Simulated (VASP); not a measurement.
A run of VASP 6.6.1:

Contents of INCAR:

```
SYSTEM = Al12H
PREC = Accurate
ENCUT = 520
EDIFF = 1E-7
ISMEAR = 0
SIGMA = 0.1
LREAL = .FALSE.
LASPH = .TRUE.
NELM = 80
ALGO = Normal
ISIF = 2
LWAVE = .FALSE.
LCHARG = .FALSE.
LDIPOL = .TRUE.
IDIPOL = 3
DIPOL = 0.5 0.5 0.302
GGA = PS
NBANDS = 30
```

Contents of KPOINTS:

```
regular mesh
0
G
  5 5 1
  0 0 0
```

POSCAR

```
Al12H
1.0
    5.6788540124      0.0000000000      0.0000000000
    0.0000000000      5.6788540124      0.0000000000
    0.0000000000      0.0000000000     21.1413451746
Al H
12 1
Direct
    0.2500000000      0.2500000000      0.1892027195
    0.2500000000      0.7500000000      0.1892027195
    0.7500000000      0.2500000000      0.1892027195
    0.7500000000      0.7500000000      0.1892027195
    0.0000000000      0.0000000000      0.2870821533
    0.0000000000      0.5000000000      0.2870821533
    0.5000000000      0.0000000000      0.2870821533
    0.5000000000      0.5000000000      0.2870821533
    0.2500000000      0.2500000000      0.3850911618
    0.2500000000      0.7500000000      0.3850911618
    0.7500000000      0.2500000000      0.3850911618
    0.7500000000      0.7500000000      0.3850911618
    0.3333333333      0.3333333333      0.4830035691
```

Potentials or basis: VASP PAW PBE potentials, release 64 (Al, H).

The run is started by

```console
$ cat potpaw_PBE.64/Al/POTCAR potpaw_PBE.64/H/POTCAR > POTCAR
$ mpirun -np 1 vasp_std > vasp.out
```

Hardware: 1 thread of Intel(R) Xeon(R) Platinum 8488C (Sapphire Rapids) (shared host).

Task: How long does it take, and how much memory?

Result: It took 3.9 min on 1 thread of Intel(R) Xeon(R) Platinum 8488C (Sapphire Rapids) (shared host), peak memory 0.65 GiB. Counts: scf iterations 28, k points 9.
